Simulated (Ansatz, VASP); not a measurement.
**ZrB: VASP beside Ansatz**

File INCAR:

```
SYSTEM = ZrB
  ALGO = Normal
  EDIFF = 1E-7
  ENCUT = 520
  GGA = PE
  ISIF = 2
  ISMEAR = 0
  LASPH = .TRUE.
  LCHARG = .FALSE.
  LREAL = .FALSE.
  LWAVE = .FALSE.
  NBANDS = 14
  NELM = 80
  PREC = Accurate
  SIGMA = 0.15
```

The input KPOINTS:

```
k-points
0
G
  18 18 18
  0 0 0
```

The input POSCAR:

```
ZrB
1.0
    0.0000000000      2.3250000000      2.3250000000
    2.3250000000      0.0000000000      2.3250000000
    2.3250000000      2.3250000000      0.0000000000
Zr B
1 1
Direct
   -0.1075268817      0.1075268817     -0.1075268817
    0.5000000000      0.5000000000      0.5000000000
```

Input for Ansatz:

```yaml
crystal:
  lattice:
    - [0.0, 2.325, 2.325]
    - [2.325, 0.0, 2.325]
    - [2.325, 2.325, 0.0]
  atoms:
    - { symbol: Zr, position: [-0.1075268817, 0.1075268817, -0.1075268817] }
    - { symbol: B, position: [0.5, 0.5, 0.5] }
basis:
  ecutwfc: 420
kpoints:
  mp_grid: { grid: [18, 18, 18] }
hamiltonian:
  xc: pbe
scf:
  occupations: { method: gaussian, width: 0.15 }
output:
  forces: true
  stress: true
  eigenvalues: true
```

Change from the starting cell: all Zr atoms moved -0.500 Å, as atom 1 along Cartesian [0 1 0].

Alike in both runs: task single point; functional PBE; k mesh 18 × 18 × 18; occupations gaussian, width 0.15 eV; no spin polarisation.

|  | VASP | Ansatz |
| --- | --- | --- |
| version | VASP 6.6.1 | Ansatz 0.2.0 |
| potentials or method | VASP PAW PBE potentials, release 64 (Zr_sv, B), cutoff 520 eV | scalar-relativistic, plane waves, PAW |
| valence electrons in the cell | 15 | 15 |

Ansatz gave:

* gap on the k mesh at the Fermi level (eV): none
* rms of the force components (eV/Å): 4.873

Question: Estimate VASP's values.

Answer: gap on the k mesh at the Fermi level (eV): none; rms of the force components (eV/Å): 4.900.

Atom by atom the forces differ by 0.027 eV/Å (rms over components). A gap of «none» marks a metal or a gap that the smearing closes. With one functional, cell and mesh, what is left measures potentials, basis and numerics.
